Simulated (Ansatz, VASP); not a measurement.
Two plane-wave programs on In

INCAR

```
PREC = Accurate ; ENCUT = 520
EDIFF = 1E-7 ; ISMEAR = -1
SIGMA = 0.1 ; LREAL = False
LASPH = True ; NELM = 80
ALGO = Normal ; ISIF = 2
LWAVE = False ; LCHARG = False
GGA = PE ; NBANDS = 20
```

KPOINTS

```
Automatic mesh
0
Gamma
  12 12 7
```

POSCAR

```
In
1.0
    3.4000647759      0.0000000000      0.0000000000
   -1.7000323879      2.9445424705      0.0000000000
    0.0000000000      0.0000000000      5.5260131684
In
2
Direct
    0.3333333333      0.6666666667      0.2500000000
    0.6666666667      0.3333333333      0.7500000000
```

Input for Ansatz:

```yaml
crystal:
  lattice:
    - [3.4000647759, 0.0, 0.0]
    - [-1.7000323879, 2.9445424705, 0.0]
    - [0.0, 0.0, 5.5260131684]
  atoms:
    - { symbol: In, position: [0.3333333333, 0.6666666667, 0.25] }
    - { symbol: In, position: [0.6666666667, 0.3333333333, 0.75] }
hamiltonian:
  xc: pbe
  pseudopotentials:
    kind: paw
    azcp:
      In: "pseudopotentials/In.paw.azcp"
basis:
  ecutwfc: 420
  fft_grid_basis: typed
kpoints:
  mp_grid: { grid: [12, 12, 7], shift: [0, 0, 0] }
magnetization:
  spin_polarized: false
scf:
  occupations: { method: fermi_dirac, width: 0.1 }
  lower_state_search: "off"
output:
  stress: true
```

Alike in both runs: task single point; functional PBE; k mesh 12 × 12 × 7; occupations fermi-dirac, width 0.1 eV; no spin polarisation.

|  | VASP | Ansatz |
| --- | --- | --- |
| version | VASP 6.6.1 | Ansatz 0.2.0 |
| potentials or method | VASP PAW PBE potentials, release 64 (In_d), cutoff 520 eV | plane waves (420 eV) with PAW, scalar-relativistic |
| valence electrons in the cell | 26 | 26 |

Ansatz gave:

| Property | Result |
| --- | --- |
| pressure (GPa) | 0.0 |
| traceless stress, the component that is largest in VASP (GPa) | -0.45 |

Q: Estimate VASP's values.

A: Pressure (GPa): 0.0; traceless stress, the component that is largest in VASP (GPa): -0.44.

With one functional, cell and mesh, what is left measures potentials, basis and numerics.
